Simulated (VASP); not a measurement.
# Ni3Ge (Pm-3m) in VASP: notebook

The runs below take Ni3Ge through single point, with PBEsol.

All numbers are computed with VASP 6.6.1; they aren't measurements. Logs are shortened: lines on timing, memory, paths and dates and some standing lists are left out, and cuts for length are marked.

## Step 1: The cell of the first run

Symmetry: Pm-3m, No. 221, cubic system. The conventional cell has a = 3.525 Å, b = 3.525 Å, c = 3.525 Å, α = 90.00°, β = 90.00°, γ = 90.00°. Ni (site symmetry 4/mmm) has 8 Ni at 2.49 Å and 4 Ge at 2.49 Å within 3.3 Å. Within 3.3 Å of Ge (site symmetry m-3m) lie 12 Ni at 2.49 Å.

## Step 2: Single point, PBEsol

Input file INCAR:

```
PREC = Accurate ; ENCUT = 520
EDIFF = 1E-7 ; ISMEAR = 0
SIGMA = 0.15 ; LREAL = F
LASPH = T ; NELM = 80
ALGO = Fast ; ISIF = 2
LWAVE = F ; LCHARG = T
GGA = PS ; LELF = T
LVHAR = T ; NBANDS = 30
```

Input file KPOINTS:

```
regular mesh
0
Gamma
  10 10 10
```

Input file POSCAR:

```
Ni3Ge
1.0
    3.5249142864      0.0000000000      0.0000000000
    0.0000000000      3.5249142864      0.0000000000
    0.0000000000      0.0000000000      3.5249142864
Ni Ge
3 1
Direct
    0.5000000000      0.0000000000      0.5000000000
    0.0000000000      0.5000000000      0.5000000000
    0.5000000000      0.5000000000      0.0000000000
    0.0000000000      0.0000000000      0.0000000000
```

Potentials or basis: VASP PAW PBE potentials, release 64 (Ni, Ge_d).

Run with:

```sh
$ cat potpaw_PBE.64/Ni/POTCAR potpaw_PBE.64/Ge_d/POTCAR > POTCAR
$ mpirun -np 1 vasp_std > vasp.out
```

OUTCAR:

```text
PREC = Accurate
   ENCUT = 520
   EDIFF = 1E-7
   ISMEAR = 0
   LREAL = F
   LASPH = T
   NELM = 80
   ISIF = 2
   GGA = PS

 ion  position               nearest neighbor table
   1  0.500  0.000  0.500-   2 2.49   3 2.49   4 2.49   3 2.49   4 2.49   2 2.49   3 2.49   3 2.49
                             2 2.49   4 2.49   4 2.49   2 2.49
   2  0.000  0.500  0.500-   1 2.49   3 2.49   4 2.49   3 2.49   4 2.49   1 2.49   4 2.49   4 2.49
                             1 2.49   3 2.49   3 2.49   1 2.49
   3  0.500  0.500  0.000-   1 2.49   2 2.49   4 2.49   1 2.49   2 2.49   1 2.49   4 2.49   1 2.49
                             2 2.49   4 2.49   2 2.49   4 2.49
   4  0.000  0.000  0.000-   1 2.49   2 2.49   3 2.49   1 2.49   2 2.49   2 2.49   3 2.49   2 2.49
                             1 2.49   3 2.49   1 2.49   3 2.49

  LATTYP: Found a simple cubic cell.
 ALAT       =     3.5249142864

  Lattice vectors:

 A1 = (   3.5249142864,   0.0000000000,   0.0000000000)
 A2 = (   0.0000000000,   3.5249142864,   0.0000000000)
 A3 = (   0.0000000000,   0.0000000000,   3.5249142864)

Analysis of symmetry for initial positions (statically):
=====================================================================
 Subroutine PRICEL returns:
 Original cell was already a primitive cell.

 Routine SETGRP: Setting up the symmetry group for a
 simple cubic supercell.

 Subroutine GETGRP returns: Found 48 space group operations
 (whereof 48 operations were pure point group operations)
 out of a pool of 48 trial point group operations.

The static configuration has the point symmetry O_h .

Analysis of symmetry for dynamics (positions and initial velocities):
=====================================================================
 Subroutine PRICEL returns:
 Original cell was already a primitive cell.

 Routine SETGRP: Setting up the symmetry group for a
 simple cubic supercell.

 Subroutine GETGRP returns: Found 48 space group operations
 (whereof 48 operations were pure point group operations)
 out of a pool of 48 trial point group operations.

The dynamic configuration has the point symmetry O_h .

 Subroutine INISYM returns: Found 48 space group operations
 (whereof 48 operations are pure point group operations),
 and found     1 'primitive' translations

----------------------------------------------------------------------------------------

                                     Primitive cell

  volume of cell :      43.7971

  direct lattice vectors                    reciprocal lattice vectors
[... 95 lines left out ...]
   IBRION =     -1    ionic relax: 0-MD 1-quasi-New 2-CG
   NFREE  =      0    steps in history (QN), initial steepest desc. (CG)
   ISIF   =      2    stress and relaxation
   ISYM   =      2    0-nonsym 1-usesym 2-fastsym
   POTIM  = 0.5000    time-step for ionic-motion
   TEBEG  =    0.0;   TEEND  =   0.0 temperature during run
   PSTRESS=    0.0 pullay stress
   NELECT =      44.0000    total number of electrons
   NUPDOWN=      -1.0000    fix difference up-down
   EMIN   =  10.00;   EMAX   =-10.00  energy-range for DOS
   EFERMI =   0.00;   METHOD = LEGACY
   ISMEAR =     0;   SIGMA  =   0.15  broadening in eV -4-tet -1-fermi 0-gaus
   EFERMI_NEDOS =   21; number of points for ismear=-14 and -15
   IALGO  =     68    algorithm
   IMIX   =      4    mixing-type and parameters
     AMIX     =   0.40;   BMIX     =  1.00
     AMIX_MAG =   1.60;   BMIX_MAG =  1.00
  volume/ion in A,a.u.               =      10.95        73.89
  Fermi-wavevector in a.u.,A,eV,Ry     =   1.639622  3.098437 36.577378  2.688361
  Thomas-Fermi vector in A             =   2.730397
   LORBIT       =      0    0 simple, 1 ext, 2 COOP (PROOUT), +10 PAW based schemes
   GGA     = PS    functional components
   LHFCALC =     F    Hartree Fock is set to
   AEXX    =    0.0000 exact exchange contribution
   IVDW    =     0    specifies the selected vdW correction
   LEPSILON=     F    determine dielectric tensor
   LRPA    =     F    only Hartree local field effects (RPA)
 non-spin polarized calculation
 RMM-DIIS sequential band-by-band and
 Gauss-broadening in eV      SIGMA  =   0.15
  energy-cutoff  :      520.00
  volume of cell :       43.80
 maximum number of plane-waves:      1208
 NGX is ok and might be reduce to    28

 number of electron      43.9999970 magnetization

 Free energy of the ion-electron system (eV)
  ---------------------------------------------------
  ext. energy  EPLUGINS =         0.00000000
  ---------------------------------------------------
  free energy    TOTEN  =       -24.75136075 eV

  energy without entropy =      -24.73012459  energy(sigma->0) =      -24.74074267

 E-fermi :  10.2766     XC(G=0): -13.6776

 val. band max:       10.2304135586   @ k =   0.1000   0.1000   0.0000
 cond. band min:      10.2883999899   @ k =   0.0000   0.0000   0.0000
 fundamental gap:      0.0579864314
 Fermi energy:        10.2766015369

 k-point     1 :       0.0000    0.0000    0.0000
  band No.  band energies     occupation
      1     -14.3223      2.00000
      2     -14.3223      2.00000
      3     -14.3073      2.00000
      4     -14.3073      2.00000
      5     -14.3073      2.00000
      6      -2.3318      2.00000
[... 781 lines left out ...]
     29      20.2601      0.00000
     30      21.4217      0.00000

 [... further k-points ...]

------------------------ aborting loop because EDIFF is reached ----------------------------------------

  FORCE on cell =-STRESS in cart. coord.  units (eV):
  Direction    XX          YY          ZZ          XY          YZ          ZX
  --------------------------------------------------------------------------------------
  -------------------------------------------------------------------------------------
  Total        0.0711162      0.0711162      0.0711162     -0.0000000     -0.0000000      0.0000000
  in kB        2.6015584      2.6015584      2.6015584     -0.0000000     -0.0000000      0.0000000
  external PRESSURE =       2.6015584 kB  Pullay stress =       0.0000000 kB

 VOLUME and BASIS-vectors are now :
 -----------------------------------------------------------------------------
  energy-cutoff  :      520.00
  volume of cell :       43.80
      direct lattice vectors                 reciprocal lattice vectors
     3.524914286  0.000000000  0.000000000     0.283694842  0.000000000  0.000000000
     0.000000000  3.524914286  0.000000000     0.000000000  0.283694842  0.000000000
     0.000000000  0.000000000  3.524914286     0.000000000  0.000000000  0.283694842

 POSITION                                       TOTAL-FORCE (eV/Angst)
 -----------------------------------------------------------------------------------
      1.76246      0.00000      1.76246         0.000000      0.000000      0.000000
      0.00000      1.76246      1.76246         0.000000      0.000000      0.000000
      1.76246      1.76246      0.00000         0.000000      0.000000      0.000000
      0.00000      0.00000      0.00000         0.000000      0.000000      0.000000
 -----------------------------------------------------------------------------------
    total drift:                                0.000000      0.000000      0.000000

  FREE ENERGIE OF THE ION-ELECTRON SYSTEM (eV)
  ---------------------------------------------------
  free  energy   TOTEN  =       -24.7513607494 eV

  energy  without entropy=      -24.7301245916  energy(sigma->0) =      -24.74074267
```

It took 83 s on 1 thread of AMD EPYC 7R13 (Zen 3), shared host; peak memory 0.17 GiB.

Results:

```yaml
Free_energy: -24.7514 eV
Pressure: 0.3 GPa
Band_gap_on_the_k_mesh: zero (bands 22 and 23 overlap by 0.23 eV)
```

Caveat: the PAW data sets were made with another functional, which shifts forces and pressure a little.

## Step 3: Single point, PBEsol

This run uses another cell than the first one: it holds 8 atoms, not 4.

Input file INCAR:

```
SYSTEM = Ni3Ge
PREC = Accurate
ENCUT = 520
EDIFF = 1E-6
ISMEAR = 0
SIGMA = 0.15
LREAL = .False.
LASPH = .True.
NELM = 60
ALGO = Fast
ISIF = 2
LWAVE = .False.
LCHARG = .False.
GGA = PS
NBANDS = 54
```

Input file KPOINTS:

```
Automatic mesh
0
Gamma
  10 8 8
  0 0 0
```

Input file POSCAR:

```
Ni3Ge
1.0
   -3.5249142864      0.0000000000      0.0000000000
    0.0000000000      3.5249142864      3.5249142864
    0.0000000000      3.5249142864     -3.5249142864
Ni Ge
6 2
Direct
    0.5000000000      0.7500000000      0.2500000000
    0.5000000000      0.2500000000      0.7500000000
    1.0000000000      0.5000000000      0.0000000000
    1.0000000000      0.0000000000      0.5000000000
    0.5000000000      0.2500000000      0.2500000000
    0.5000000000      0.7500000000      0.7500000000
    0.0000000000      0.5000000000      0.5000000000
    0.0000000000      0.0000000000      0.0000000000
```

Potentials or basis: VASP PAW PBE potentials, release 64 (Ni, Ge_d).

Run with:

```sh
$ cat potpaw_PBE.64/Ni/POTCAR potpaw_PBE.64/Ge_d/POTCAR > POTCAR
$ mpirun -np 1 vasp_std > vasp.out
```

OUTCAR:

```text
SYSTEM = Ni3Ge
   PREC = Accurate
   ENCUT = 520
   EDIFF = 1E-6
   ISMEAR = 0
   LREAL = .False.
   LASPH = .True.
   NELM = 60
   ISIF = 2
   GGA = PS

 ion  position               nearest neighbor table
   1  0.500  0.750  0.250-   3 2.49   4 2.49   5 2.49   6 2.49   7 2.49   8 2.49   6 2.49   5 2.49
                             3 2.49   4 2.49   7 2.49   8 2.49
   2  0.500  0.250  0.750-   3 2.49   4 2.49   5 2.49   6 2.49   7 2.49   8 2.49   5 2.49   6 2.49
                             3 2.49   4 2.49   7 2.49   8 2.49
   3  0.000  0.500  0.000-   1 2.49   2 2.49   5 2.49   6 2.49   7 2.49   8 2.49   7 2.49   8 2.49
                             1 2.49   2 2.49   5 2.49   6 2.49
   4  0.000  0.000  0.500-   1 2.49   2 2.49   5 2.49   6 2.49   7 2.49   8 2.49   8 2.49   7 2.49
                             1 2.49   2 2.49   5 2.49   6 2.49
   5  0.500  0.250  0.250-   1 2.49   2 2.49   3 2.49   4 2.49   7 2.49   8 2.49   2 2.49   1 2.49
                             3 2.49   4 2.49   7 2.49   8 2.49
   6  0.500  0.750  0.750-   1 2.49   2 2.49   3 2.49   4 2.49   7 2.49   8 2.49   1 2.49   2 2.49
                             3 2.49   4 2.49   7 2.49   8 2.49
   7  0.000  0.500  0.500-   1 2.49   2 2.49   3 2.49   4 2.49   5 2.49   6 2.49   3 2.49   4 2.49
                             1 2.49   2 2.49   5 2.49   6 2.49
   8  0.000  0.000  0.000-   1 2.49   2 2.49   3 2.49   4 2.49   5 2.49   6 2.49   4 2.49   3 2.49
                             1 2.49   2 2.49   5 2.49   6 2.49

  LATTYP: Found a simple tetragonal cell.
 ALAT       =     4.9849815900
 C/A-ratio  =     0.7071067812

  Lattice vectors:

 A1 = (   0.0000000000,   3.5249142864,   3.5249142864)
 A2 = (   0.0000000000,   3.5249142864,  -3.5249142864)
 A3 = (  -3.5249142864,   0.0000000000,   0.0000000000)

Analysis of symmetry for initial positions (statically):
=====================================================================
 Subroutine PRICEL returns following result:

  LATTYP: Found a simple cubic cell.
 ALAT       =     3.5249142864

  Lattice vectors:

[... 166 lines left out ...]
   GGA     = PS    functional components
   LHFCALC =     F    Hartree Fock is set to
   AEXX    =    0.0000 exact exchange contribution
   IVDW    =     0    specifies the selected vdW correction
   LEPSILON=     F    determine dielectric tensor
   LRPA    =     F    only Hartree local field effects (RPA)
 non-spin polarized calculation
 RMM-DIIS sequential band-by-band and
 Gauss-broadening in eV      SIGMA  =   0.15
  energy-cutoff  :      520.00
  volume of cell :       87.59
 maximum number of plane-waves:      2384
 NGX is ok and might be reduce to    28

 number of electron      87.9999945 magnetization

 Free energy of the ion-electron system (eV)
  ---------------------------------------------------
  ext. energy  EPLUGINS =         0.00000000
  ---------------------------------------------------
  free energy    TOTEN  =       -49.50204056 eV

  energy without entropy =      -49.45826606  energy(sigma->0) =      -49.48015331

 E-fermi :  10.2769     XC(G=0): -13.6777

 val. band max:       10.2740536673   @ k =   0.4000   0.2500   0.0000
 cond. band min:      10.2867139667   @ k =   0.4000   0.2500   0.0000
 fundamental gap:      0.0126602994
 Fermi energy:        10.2768817460

 k-point     1 :       0.0000    0.0000    0.0000
  band No.  band energies     occupation
      1     -14.3249      2.00000
      2     -14.3249      2.00000
      3     -14.3233      2.00000
      4     -14.3099      2.00000
      5     -14.3099      2.00000
      6     -14.3099      2.00000
[... 1357 lines left out ...]
     53      16.1720      0.00000
     54      17.7160      0.00000

 [... further k-points ...]

------------------------ aborting loop because EDIFF is reached ----------------------------------------

  FORCE on cell =-STRESS in cart. coord.  units (eV):
  Direction    XX          YY          ZZ          XY          YZ          ZX
  --------------------------------------------------------------------------------------
  -------------------------------------------------------------------------------------
  Total        0.2105193      0.2068838      0.2068838      0.0000000      0.0000000     -0.0000000
  in kB        3.8505860      3.7840901      3.7840901      0.0000000      0.0000000     -0.0000000
  external PRESSURE =       3.8062554 kB  Pullay stress =       0.0000000 kB

 VOLUME and BASIS-vectors are now :
 -----------------------------------------------------------------------------
  energy-cutoff  :      520.00
  volume of cell :       87.59
      direct lattice vectors                 reciprocal lattice vectors
    -3.524914286  0.000000000  0.000000000    -0.283694842  0.000000000  0.000000000
     0.000000000  3.524914286  3.524914286     0.000000000  0.141847421  0.141847421
     0.000000000  3.524914286 -3.524914286     0.000000000  0.141847421 -0.141847421

 POSITION                                       TOTAL-FORCE (eV/Angst)
 -----------------------------------------------------------------------------------
     -1.76246      3.52491      1.76246        -0.000000      0.000000      0.000000
     -1.76246      3.52491     -1.76246        -0.000000      0.000000      0.000000
      0.00000      1.76246      1.76246        -0.000000      0.000000     -0.000000
      0.00000      1.76246     -1.76246        -0.000000      0.000000     -0.000000
     -1.76246      1.76246      0.00000         0.000000     -0.000000     -0.000000
     -1.76246      5.28737      0.00000         0.000000     -0.000000     -0.000000
      0.00000      3.52491      0.00000         0.000000      0.000000     -0.000000
      0.00000      0.00000      0.00000         0.000000      0.000000     -0.000000
 -----------------------------------------------------------------------------------
    total drift:                               -0.000000      0.000000     -0.000000

  FREE ENERGIE OF THE ION-ELECTRON SYSTEM (eV)
  ---------------------------------------------------
  free  energy   TOTEN  =       -49.5020405592 eV

  energy  without entropy=      -49.4582660587  energy(sigma->0) =      -49.48015331
```

Run time: 7.5 min. Hardware: 1 thread of AMD EPYC 7R13 (Zen 3), shared host; peak memory 0.4 GiB.

What came out:

| Item | Value |
| --- | --- |
| Free energy | -49.5020 eV |
| Pressure | 0.4 GPa |
| Band gap on the k mesh | zero (bands 44 and 45 overlap by 0.23 eV) |

Levels at points of the mesh, in eV from the Fermi level:
```csv
k point,band 41,band 42,band 43,band 44,band 45,band 46,band 47,band 48
"(0.00, 0.00, 0.00)",-0.60,-0.60,-0.31,0.01,0.01,0.01,0.62,0.62
"(0.50, 0.00, 0.00)",-0.55,-0.55,-0.22,-0.22,-0.22,0.01,0.70,3.63
"(0.00, 0.50, 0.00)",-0.57,-0.57,-0.34,-0.34,0.58,0.58,2.59,2.59
"(0.50, 0.50, 0.00)",-0.86,-0.86,-0.31,-0.31,0.94,0.94,1.59,1.59
"(0.00, 0.50, 0.50)",-0.55,-0.55,0.01,0.01,3.62,3.62,3.63,3.63
"(0.50, 0.50, 0.50)",-0.96,-0.96,-0.96,-0.96,0.62,0.62,0.62,0.62
```

Caveat: the PAW data sets were made with another functional, which shifts forces and pressure a little. Spin polarisation is off, so any magnetic state and its effect on volume and gap are missing.

The gap in the log of VASP goes by the Fermi energy; the results here count the filled bands.